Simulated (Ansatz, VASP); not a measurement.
# Two plane-wave programs on Li2HfN2

File INCAR:

```
SYSTEM = Li2HfN2
PREC = Accurate
ENCUT = 750
EDIFF = 1E-6
ISMEAR = 0
SIGMA = 0.05
LREAL = .False.
LASPH = .True.
NELM = 120
ALGO = Normal
ISIF = 2
LWAVE = .False.
LCHARG = .False.
GGA = CA
NBANDS = 21
GGA_COMPAT = .False.
```

The input KPOINTS:

```
regular mesh
0
Gamma
  9 9 6
  0 0 0
```

File POSCAR:

```
Li2HfN2
1.0
    3.4960906296      0.0000000000      0.0000000000
   -1.7480453148      3.0277032991      0.0000000000
    0.0000000000      0.0000000000      5.2066513728
Li Hf N
2 1 2
Direct
    0.6666666667      0.3333333333      0.3827885700
    0.3333333333      0.6666666667      0.6172114300
    0.0000000000      0.0000000000      0.0000000000
    0.6666666667      0.3333333333      0.7793848600
    0.3333333333      0.6666666667      0.2206151400
```

Input for Ansatz:

```yaml
crystal:
  lattice:
    - [3.4960906296, 0.0, 0.0]
    - [-1.7480453148, 3.0277032991, 0.0]
    - [0.0, 0.0, 5.2066513728]
  atoms:
    - { symbol: Li, position: [0.6666666667, 0.3333333333, 0.38278857] }
    - { symbol: Li, position: [0.3333333333, 0.6666666667, 0.61721143] }
    - { symbol: Hf, position: [0.0, 0.0, 0.0] }
    - { symbol: "N", position: [0.6666666667, 0.3333333333, 0.77938486] }
    - { symbol: "N", position: [0.3333333333, 0.6666666667, 0.22061514] }
basis:
  ecutwfc: 420
kpoints:
  mp_grid: { grid: [9, 9, 6] }
hamiltonian:
  xc: lda
scf:
  occupations: { method: gaussian, width: 0.05 }
output:
  forces: true
  stress: true
  eigenvalues: true
```

Change from the starting cell: strain +0.080 along x and y, -0.040 along z, atoms carried along.

Alike in both runs: task single point; functional LDA; k mesh 9 × 9 × 6; occupations gaussian, width 0.05 eV; no spin polarisation.

|  | VASP | Ansatz |
| --- | --- | --- |
| version | VASP 6.6.1 | Ansatz 0.2.0 |
| potentials or method | VASP PAW LDA potentials, release 64 (Li_sv, Hf_pv, N), cutoff 750 eV | scalar-relativistic, plane waves, PAW |
| valence electrons in the cell | 26 | 42 |

Ansatz gave:

- gap on the k mesh at the Fermi level (eV): 1.98
- least direct gap on the mesh (eV): 2.52
- pressure (GPa): -22.3
- traceless stress, the component that is largest in VASP (GPa): 16.36
- rms of the force components (eV/Å): 0.234

Question: Estimate VASP's values.

Answer: gap on the k mesh at the Fermi level (eV): 2.00; least direct gap on the mesh (eV): 2.52; pressure (GPa): -23.1; traceless stress, the component that is largest in VASP (GPa): 16.52; rms of the force components (eV/Å): 0.258.

LDA's correlation is that of Perdew and Zunger in VASP and of Perdew and Wang (1992) in Ansatz. Atom by atom the forces differ by 0.025 eV/Å (rms over components). VASP's potentials hold 26 valence electrons a cell and Ansatz's 42, so a difference there can come from the potentials and not from the codes.

Spin-orbit coupling is off throughout.
